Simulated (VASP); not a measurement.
# GaN (P6/mmm) in VASP: settings compared

The runs below take GaN through single point, relaxation of cell and atoms, with HSE06, PBEsol-based global hybrid, PBE0, HF.

Everything below comes from runs of VASP 6.6.1. Logs are shortened: lines on timing, memory, paths and dates and some standing lists are left out, and cuts for length are marked.

## Step 1: The cell of the first run

Symmetry: P6/mmm, No. 191, hexagonal system. The conventional cell has a = 5.327 Å, b = 5.327 Å, c = 3.367 Å, α = 90.00°, β = 90.00°, γ = 120.00°. Within 2.2 Å of Ga (site symmetry 6/mmm) lie 2 N at 1.68 Å. N (site symmetry 6/mmm) has 2 Ga at 1.68 Å within 2.2 Å.

## Step 2: Single point, HSE06

Input file POSCAR:

```
GaN
1.0
    5.3274833574      0.0000000000      0.0000000000
   -2.6637416787      4.6137359258      0.0000000000
    0.0000000000      0.0000000000      3.3674755323
Ga N
1 1
Direct
    0.0000000000      0.0000000000      0.5000000000
    0.0000000000      0.0000000000      0.0000000000
```

Input file INCAR.step1:

```
PREC = Accurate
ENCUT = 520
EDIFF = 1E-5
ISMEAR = -1
SIGMA = 0.05
LREAL = F
LASPH = T
NELM = 80
ALGO = Normal
ISIF = 2
LWAVE = T
NBANDS = 16
GGA = PE
```

Input file INCAR.step2:

```
PREC = Accurate
ENCUT = 520
EDIFF = 1E-7
ISMEAR = -1
SIGMA = 0.05
LREAL = F
LASPH = T
NELM = 80
ALGO = Normal
ISIF = 2
LWAVE = F
LCHARG = T
GGA = PE
LHFCALC = T
HFSCREEN = 0.2079
PRECFOCK = Normal
LELF = T
LVHAR = T
NBANDS = 16
ISTART = 1
```

Input file KPOINTS:

```
regular mesh
0
Gamma
  3 3 4
```

Potentials or basis: VASP PAW PBE potentials, release 64 (Ga_d, N).

The run is started by

```bash
> cat potpaw_PBE.64/Ga_d/POTCAR potpaw_PBE.64/N/POTCAR > POTCAR
> cp INCAR.step1 INCAR
> mpirun -np 1 vasp_std > vasp.out
> cp INCAR.step2 INCAR
> mpirun -np 1 vasp_std > vasp.out
```

OUTCAR:

```text
PREC = Accurate
   ENCUT = 520
   EDIFF = 1E-7
   ISMEAR = -1
   LREAL = F
   LASPH = T
   NELM = 80
   ISIF = 2
   GGA = PE
   LHFCALC = T
   HFSCREEN = 0.2079
   PRECFOCK = Normal
   ISTART = 1

 ion  position               nearest neighbor table
   1  0.000  0.000  0.500-   2 1.68   2 1.68
   2  0.000  0.000  0.000-   1 1.68   1 1.68

  LATTYP: Found a hexagonal cell.
 ALAT       =     5.3274833574
 C/A-ratio  =     0.6320949886

  Lattice vectors:

 A1 = (   5.3274833574,   0.0000000000,   0.0000000000)
 A2 = (  -2.6637416787,   4.6137359258,   0.0000000000)
 A3 = (   0.0000000000,   0.0000000000,   3.3674755323)

Analysis of symmetry for initial positions (statically):
=====================================================================
 Subroutine PRICEL returns:
 Original cell was already a primitive cell.

 Routine SETGRP: Setting up the symmetry group for a
 hexagonal supercell.

 Subroutine GETGRP returns: Found 24 space group operations
 (whereof 24 operations were pure point group operations)
 out of a pool of 24 trial point group operations.

The static configuration has the point symmetry D_6h.

Analysis of symmetry for dynamics (positions and initial velocities):
=====================================================================
 Subroutine PRICEL returns:
 Original cell was already a primitive cell.

 Routine SETGRP: Setting up the symmetry group for a
 hexagonal supercell.

 Subroutine GETGRP returns: Found 24 space group operations
 (whereof 24 operations were pure point group operations)
 out of a pool of 24 trial point group operations.

The dynamic configuration has the point symmetry D_6h.

 Subroutine INISYM returns: Found 24 space group operations
 (whereof 24 operations are pure point group operations),
 and found     1 'primitive' translations

----------------------------------------------------------------------------------------

                                     Primitive cell

  volume of cell :      82.7712

  direct lattice vectors                    reciprocal lattice vectors
     5.327483357  0.000000000  0.000000000     0.187705889  0.108372046  0.000000000
    -2.663741679  4.613735926  0.000000000     0.000000000  0.216744091  0.000000000
     0.000000000  0.000000000  3.367475532     0.000000000  0.000000000  0.296958357

  length of vectors
     5.327483357  5.327483357  3.367475532     0.216744091  0.216744091  0.296958357

  position of ions in fractional coordinates (direct lattice)
     0.000000000  0.000000000  0.500000000
     0.000000000  0.000000000  0.000000000

  ion indices of the primitive-cell ions
   primitive index   ion index
                 1           1
                 2           2

----------------------------------------------------------------------------------------

 KPOINTS: regular mesh

Automatic generation of k-mesh.
 Grid dimensions read from file:
 generate k-points for:    3    3    4

 Generating k-lattice:

  Cartesian coordinates                     Fractional coordinates (reciprocal lattice)
     0.062568630  0.036124015  0.000000000     0.333333333  0.000000000  0.000000000
     0.000000000  0.072248030  0.000000000     0.000000000  0.333333333  0.000000000
     0.000000000  0.000000000  0.074239589     0.000000000  0.000000000  0.250000000

  Length of vectors
     0.072248030  0.072248030  0.074239589

  Shift w.r.t. Gamma in fractional coordinates (k-lattice)
     0.000000000  0.000000000  0.000000000

 Subroutine IBZKPT returns following result:
 ===========================================

 Found      9 irreducible k-points:

 Following reciprocal coordinates:
            Coordinates               Weight
  0.000000  0.000000  0.000000      1.000000
  0.333333  0.000000  0.000000      6.000000
  0.333333  0.333333  0.000000      2.000000
  0.000000  0.000000  0.250000      2.000000
  0.333333  0.000000  0.250000     12.000000
  0.333333  0.333333  0.250000      4.000000
  0.000000  0.000000  0.500000      1.000000
  0.333333  0.000000  0.500000      6.000000
  0.333333  0.333333  0.500000      2.000000
   k-points           NKPTS =      9   k-points in BZ     NKDIM =     36   number of bands    NBANDS=     16
   number of dos      NEDOS =    301   number of ions     NIONS =      2
   total plane-waves  NPLWV =  44800
   dimension x,y,z NGX =    40 NGY =   40 NGZ =   28
   dimension x,y,z NGXF=    80 NGYF=   80 NGZF=   56
   ions per type =               1   1
   NGX,Y,Z   is equivalent  to a cutoff of  12.48, 12.48, 13.82 a.u.
   NGXF,Y,Z  is equivalent  to a cutoff of  24.96, 24.96, 27.65 a.u.
 SYSTEM =  unknown system
   PREC   = accura    normal or accurate (medium, high low for compatibility)
   ISTART =      1    job   : 0-new  1-cont  2-samecut
   ICHARG =      0    charge: 1-file 2-atom 10-const
   ISPIN  =      1    spin polarized calculation?
   LNONCOLLINEAR =      F non collinear calculations
   LSORBIT =      F    spin-orbit coupling
   LASPH  =      T    aspherical Exc in radial PAW
   ENCUT  =  520.0 eV  38.22 Ry    6.18 a.u.   9.91  9.91  6.26*2*pi/ulx,y,z
   NELM   =     80;   NELMIN=  2; NELMDL=  0     # of ELM steps
   EDIFF  = 0.1E-06   stopping-criterion for ELM
   LREAL  =      F    real-space projection
   EDIFFG = 0.1E-05   stopping-criterion for IOM
   NSW    =      0    number of steps for IOM
   IBRION =     -1    ionic relax: 0-MD 1-quasi-New 2-CG
   NFREE  =      0    steps in history (QN), initial steepest desc. (CG)
   ISIF   =      2    stress and relaxation
   ISYM   =      3    0-nonsym 1-usesym 2-fastsym
   POTIM  = 0.5000    time-step for ionic-motion
   TEBEG  =    0.0;   TEEND  =   0.0 temperature during run
   PSTRESS=    0.0 pullay stress
   NELECT =      18.0000    total number of electrons
   NUPDOWN=      -1.0000    fix difference up-down
   EMIN   =  10.00;   EMAX   =-10.00  energy-range for DOS
   EFERMI =   0.00;   METHOD = LEGACY
   ISMEAR =    -1;   SIGMA  =   0.05  broadening in eV -4-tet -1-fermi 0-gaus
   EFERMI_NEDOS =   21; number of points for ismear=-14 and -15
   IALGO  =     38    algorithm
   IMIX   =      1    mixing-type and parameters
     AMIX     =   0.40;   BMIX     =  1.00
     AMIX_MAG =   1.60;   BMIX_MAG =  1.00
  volume/ion in A,a.u.               =      41.39       279.28
  Fermi-wavevector in a.u.,A,eV,Ry     =   0.984478  1.860393 13.186718  0.969196
  Thomas-Fermi vector in A             =   2.115713
   LORBIT       =      0    0 simple, 1 ext, 2 COOP (PROOUT), +10 PAW based schemes
   GGA     = PE    functional components
   LHFCALC =     T    Hartree Fock is set to
   PRECFOCK=normal    Normal, Fast or Accurate (Low or Medium for compatibility)
   ENCUT4O =  -1.0   cutoff for four orbital integrals eV
   NKREDX  =     1    reduce k-point grid by
   NKREDY  =     1    reduce k-point grid by
   NKREDZ  =     1    reduce k-point grid by
   AEXX    =    0.2500 exact exchange contribution
   HFSCREEN=    0.2079 screening length (either q_TF or 0.3 A-1)
   HFSCREENC=   0.2079 screening length for correlation (either q_TF or 0.3 A-1)
   ENCUTFOCK=  -1.0 apply spherical cutoff to Coloumb kernel
   IVDW    =     0    specifies the selected vdW correction
   LEPSILON=     F    determine dielectric tensor
   LRPA    =     F    only Hartree local field effects (RPA)
 non-spin polarized calculation
  energy-cutoff  :      520.00
  volume of cell :       82.77
 maximum number of plane-waves:      2250
 NGX is ok and might be reduce to    40
  NGX = 30; NGY = 30; NGZ = 20

 number of electron      17.9999994 magnetization

 Free energy of the ion-electron system (eV)
  ---------------------------------------------------
  ext. energy  EPLUGINS =         0.00000000
  ---------------------------------------------------
  free energy    TOTEN  =       -11.80215478 eV

  energy without entropy =      -11.80215478  energy(sigma->0) =      -11.80215478

 E-fermi :  -1.8752     XC(G=0):  -4.5477

 val. band max:       -3.0829255543   @ k =   0.0000   0.0000   0.5000
 cond. band min:      -0.5778139559   @ k =   0.0000   0.0000   0.0000
 fundamental gap:      2.5051115984
 Fermi energy:        -1.8751680811

 k-point     1 :       0.0000    0.0000    0.0000
  band No.  band energies     occupation
      1     -21.3911      2.00000
      2     -19.5863      2.00000
      3     -19.5863      2.00000
      4     -19.3887      2.00000
      5     -19.3887      2.00000
      6     -16.0273      2.00000
[... 8 lines left out ...]
     15       6.0611      0.00000
     16       7.3982      0.00000

 k-point     2 :       0.3333    0.0000    0.0000
  band No.  band energies     occupation
      1     -21.3904      2.00000
      2     -19.5862      2.00000
      3     -19.5859      2.00000
      4     -19.3887      2.00000
      5     -19.3887      2.00000
      6     -16.0156      2.00000
[... 8 lines left out ...]
     15       8.1442      0.00000
     16      11.1774      0.00000

 k-point     3 :       0.3333    0.3333    0.0000
  band No.  band energies     occupation
      1     -21.3900      2.00000
      2     -19.5860      2.00000
      3     -19.5860      2.00000
      4     -19.3887      2.00000
      5     -19.3887      2.00000
      6     -16.0097      2.00000
[... 8 lines left out ...]
     15       7.5491      0.00000
     16      11.5934      0.00000

 k-point     4 :       0.0000    0.0000    0.2500
  band No.  band energies     occupation
      1     -20.8416      2.00000
      2     -19.5840      2.00000
      3     -19.5840      2.00000
      4     -19.4481      2.00000
      5     -19.4481      2.00000
      6     -16.5289      2.00000
[... 8 lines left out ...]
     15       6.8430      0.00000
     16       8.2273      0.00000

 k-point     5 :       0.3333    0.0000    0.2500
  band No.  band energies     occupation
      1     -20.8412      2.00000
      2     -19.5840      2.00000
      3     -19.5837      2.00000
      4     -19.4483      2.00000
      5     -19.4482      2.00000
      6     -16.5215      2.00000
[... 8 lines left out ...]
     15       8.4166      0.00000
     16      10.0689      0.00000

 k-point     6 :       0.3333    0.3333    0.2500
  band No.  band energies     occupation
      1     -20.8410      2.00000
      2     -19.5838      2.00000
      3     -19.5838      2.00000
      4     -19.4483      2.00000
      5     -19.4483      2.00000
      6     -16.5177      2.00000
[... 8 lines left out ...]
     15       8.4885      0.00000
     16      10.2731      0.00000

 k-point     7 :       0.0000    0.0000    0.5000
  band No.  band energies     occupation
      1     -20.0227      2.00000
      2     -19.5818      2.00000
      3     -19.5818      2.00000
      4     -19.5064      2.00000
      5     -19.5064      2.00000
      6     -17.3538      2.00000
[... 8 lines left out ...]
     15       9.0055      0.00000
     16      10.1699      0.00000

 k-point     8 :       0.3333    0.0000    0.5000
  band No.  band energies     occupation
      1     -20.0227      2.00000
      2     -19.5818      2.00000
      3     -19.5815      2.00000
      4     -19.5067      2.00000
      5     -19.5065      2.00000
      6     -17.3500      2.00000
[... 8 lines left out ...]
     15       7.9551      0.00000
     16       9.9911      0.00000

 k-point     9 :       0.3333    0.3333    0.5000
  band No.  band energies     occupation
      1     -20.0226      2.00000
      2     -19.5815      2.00000
      3     -19.5815      2.00000
      4     -19.5067      2.00000
      5     -19.5067      2.00000
      6     -17.3481      2.00000
[... 8 lines left out ...]
     15       8.1927      0.00000
     16       8.5820      0.00000

------------------------ aborting loop because EDIFF is reached ----------------------------------------

  FORCE on cell =-STRESS in cart. coord.  units (eV):
  Direction    XX          YY          ZZ          XY          YZ          ZX
  --------------------------------------------------------------------------------------
  -------------------------------------------------------------------------------------
  Total        0.0108789      0.0108789     -0.4637739      0.0000000      0.0000000      0.0000000
  in kB        0.2105787      0.2105787     -8.9771321      0.0000000      0.0000000      0.0000000
  external PRESSURE =      -2.8519915 kB  Pullay stress =       0.0000000 kB

 VOLUME and BASIS-vectors are now :
 -----------------------------------------------------------------------------
  energy-cutoff  :      520.00
  volume of cell :       82.77
      direct lattice vectors                 reciprocal lattice vectors
     5.327483357  0.000000000  0.000000000     0.187705889  0.108372046  0.000000000
    -2.663741679  4.613735926  0.000000000     0.000000000  0.216744091  0.000000000
     0.000000000  0.000000000  3.367475532     0.000000000  0.000000000  0.296958357

 POSITION                                       TOTAL-FORCE (eV/Angst)
 -----------------------------------------------------------------------------------
      0.00000      0.00000      1.68374         0.000000      0.000000      0.000000
      0.00000      0.00000      0.00000         0.000000      0.000000      0.000000
 -----------------------------------------------------------------------------------
    total drift:                               -0.000000      0.000000      0.000000

  FREE ENERGIE OF THE ION-ELECTRON SYSTEM (eV)
  ---------------------------------------------------
  free  energy   TOTEN  =       -11.8021547786 eV

  energy  without entropy=      -11.8021547786  energy(sigma->0) =      -11.80215478
```

Wall time 5.8 min (1 thread of Intel Xeon Platinum 8559C (Emerald Rapids), shared host); peak memory 0.31 GiB.

Results:

* Free energy: -11.8022 eV
* Pressure: -0.3 GPa
* Band gap on the k mesh: 2.51 eV, indirect (least direct gap 4.36 eV)

Levels at points of the mesh, in eV from the valence-band top:
| k point | band 5 | band 6 | band 7 | band 8 | band 9 | band 10 | band 11 | band 12 | band 13 | band 14 |
| --- | --- | --- | --- | --- | --- | --- | --- | --- | --- | --- |
| (0.00, 0.00, 0.00) | -16.31 | -12.94 | -3.84 | -1.85 | -1.85 | 2.51 | 7.37 | 9.10 | 9.10 | 9.14 |
| (0.00, 0.00, 0.50) | -16.42 | -14.27 | -6.74 | 0.00 | 0.00 | 5.67 | 5.67 | 6.70 | 7.58 | 12.09 |

Caveat: the k points lie up to 0.47 Å⁻¹ apart; the PAW data sets were made with another functional, which shifts forces and pressure a little.

## Step 3: Single point, PBEsol-based global hybrid

This run uses another cell than the first one, of 40.16 Å³/atom, 0.970 times its volume.

Input file POSCAR:

```
GaN
1.0
    5.2303800000      0.0000000000      0.0000000000
   -2.6151900000      4.5296400000      0.0000000000
    0.0000000000      0.0000000000      3.3901000000
Ga N
1 1
Direct
    0.0000000000      0.0000000000      0.5000000000
    0.0000000000      0.0000000000      0.0000000000
```

Input file INCAR.step1:

```
PREC     = Accurate       # precision mode
ENCUT    = 520            # plane-wave cutoff, eV
EDIFF    = 1E-5           # SCF threshold, eV
ISMEAR   = -1             # smearing method
SIGMA    = 0.05           # smearing width, eV
LREAL    = F              # projectors in reciprocal space
LASPH    = T              # aspherical terms in the spheres
NELM     = 80             # most SCF steps
ALGO     = Normal         # electronic algorithm
ISIF     = 2              # what is computed and relaxed
LWAVE    = T              # write WAVECAR
LCHARG   = F              # write CHGCAR
NBANDS   = 16             # bands
GGA      = PE             # functional
```

Input file INCAR.step2:

```
PREC     = Accurate       # precision mode
ENCUT    = 520            # plane-wave cutoff, eV
EDIFF    = 1E-6           # SCF threshold, eV
ISMEAR   = -1             # smearing method
SIGMA    = 0.05           # smearing width, eV
LREAL    = F              # projectors in reciprocal space
LASPH    = T              # aspherical terms in the spheres
NELM     = 80             # most SCF steps
ALGO     = Normal         # electronic algorithm
ISIF     = 2              # what is computed and relaxed
LWAVE    = F              # write WAVECAR
LCHARG   = F              # write CHGCAR
GGA      = PS             # functional
LHFCALC  = T              # exact exchange
AEXX     = 0.25           # exact-exchange fraction
PRECFOCK = Normal       
NBANDS   = 16             # bands
ISTART   = 1
```

KPOINTS is that of step 2.

Potentials or basis: VASP PAW PBE potentials, release 64 (Ga_d, N).

The run is started by

```bash
> cat potpaw_PBE.64/Ga_d/POTCAR potpaw_PBE.64/N/POTCAR > POTCAR
> cp INCAR.step1 INCAR
> mpirun -np 1 vasp_std > vasp.out
> cp INCAR.step2 INCAR
> mpirun -np 1 vasp_std > vasp.out
```

Wall time 6.9 min (1 thread of Intel Xeon 6975P-C, shared host); peak memory 0.21 GiB.

Results (log left out):

```
Free energy            : -13.1739 eV
Pressure               : -2.0 GPa
Band gap on the k mesh : 3.14 eV, indirect (least direct gap 4.98 eV)
```

Stress tensor (GPa, compression positive):
```
-0.02  0.00  0.00
 0.00 -0.02  0.00
 0.00  0.00 -6.09
```

Levels at points of the mesh, in eV from the valence-band top:
```
           k point  band 5  band 6  band 7  band 8  band 9  band 10  band 11  band 12  band 13  band 14
(0.00, 0.00, 0.00)  -16.37  -12.98   -3.87   -1.83   -1.83     3.14     8.14     9.95     9.95    10.04
(0.00, 0.00, 0.50)  -16.48  -14.21   -6.81    0.00    0.00     6.41     6.41     7.39     8.34    12.96
```

Caveat: the k points lie up to 0.46 Å⁻¹ apart; the PAW data sets were made with another functional, which shifts forces and pressure a little. A k mesh can miss the band edges.

## Step 4: Single point, PBE0

This run uses another cell than the first one, of 43.15 Å³/atom, 1.043 times its volume.

Input file POSCAR:

```
GaN
1.0
    5.4402120724      0.0000000000      0.0000000000
   -2.7201060362      4.7113618567      0.0000000000
    0.0000000000      0.0000000000      3.3667517217
Ga N
1 1
Direct
    0.0000000000      0.0000000000      0.5000000000
    0.0000000000      0.0000000000      0.0000000000
```

Input file INCAR.step1:

```
PREC = Accurate
ENCUT = 520
EDIFF = 1E-5
ISMEAR = -1
SIGMA = 0.05
LREAL = F
LASPH = T
NELM = 60
ALGO = Normal
ISIF = 2
LWAVE = T
LCHARG = F
GGA = PE
NBANDS = 16
```

Input file INCAR.step2:

```
PREC = Accurate
ENCUT = 520
EDIFF = 1E-7
ISMEAR = -1
SIGMA = 0.05
LREAL = F
LASPH = T
NELM = 60
ALGO = Normal
ISIF = 2
LWAVE = F
LCHARG = F
GGA = PE
LHFCALC = T
AEXX = 0.25
PRECFOCK = Normal
ISTART = 1
NBANDS = 16
```

Input file KPOINTS:

```
Automatic mesh
0
Gamma
  3 3 4
```

The run is started by

```bash
> cat potpaw_PBE.64/Ga_d/POTCAR potpaw_PBE.64/N/POTCAR > POTCAR
> cp INCAR.step1 INCAR
> mpirun -np 1 vasp_std > vasp.out
> cp INCAR.step2 INCAR
> mpirun -np 1 vasp_std > vasp.out
```

Run time: 8 min. Hardware: 1 thread of Intel Xeon 6975P-C, shared host; peak memory 0.22 GiB.

It converged, with:

```yaml
Free_energy: -12.7310 eV
Pressure: -0.3 GPa
Band_gap_on_the_k_mesh: 3.33 eV, indirect (least direct gap 5.21 eV)
```

Stress tensor (GPa, compression positive):
```
-0.03  0.00  0.00
 0.00 -0.03  0.00
 0.00  0.00 -0.87
```

Levels at points of the mesh, in eV from the valence-band top:
```csv
k point,band 6,band 7,band 8,band 9,band 10,band 11,band 12,band 13
"(0.00, 0.00, 0.00)",-12.94,-3.83,-1.88,-1.88,3.33,8.01,9.74,9.74
"(0.00, 0.00, 0.50)",-14.28,-6.74,0.00,0.00,6.39,6.39,7.52,8.34
```

Caveat: the k points lie up to 0.47 Å⁻¹ apart; the PAW data sets were made with another functional, which shifts forces and pressure a little. A k mesh can miss the band edges.

(Continued in part 2 of 2.)
